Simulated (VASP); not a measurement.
Here is a VASP 6.6.1 calculation.

The input INCAR:

```
  ALGO = Normal
  EDIFF = 1E-6
  ENCUT = 520
  GGA = PS
  ISIF = 2
  ISMEAR = 0
  LASPH = True
  LCHARG = True
  LELF = True
  LREAL = False
  LVHAR = True
  LWAVE = False
  NBANDS = 16
  NELM = 80
  PREC = Accurate
  SIGMA = 0.1
```

KPOINTS

```
k-points
0
Gamma
  12 12 12
```

The input POSCAR:

```
InSb
1.0
    0.0000000000      3.2598198018      3.2598198018
    3.2598198018      0.0000000000      3.2598198018
    3.2598198018      3.2598198018      0.0000000000
In Sb
1 1
Direct
    0.0000000000      0.0000000000      0.0000000000
    0.7500000000      0.7500000000      0.7500000000
```

Potentials or basis: VASP PAW PBE potentials, release 64 (In_d, Sb).

Command:

```console
$ cat potpaw_PBE.64/In_d/POTCAR potpaw_PBE.64/Sb/POTCAR > POTCAR
$ mpirun -np 1 vasp_std > vasp.out
```

(1) Predict the band gap on the k mesh.

(2) What does it give for the pressure?

Results:

(1) zero (filled and empty bands touch).

(2) 0.0 GPa.

Caveat: the PAW data sets were made with another functional, which shifts forces and pressure a little; spin-orbit coupling is left out, which moves the levels of the heavy elements.
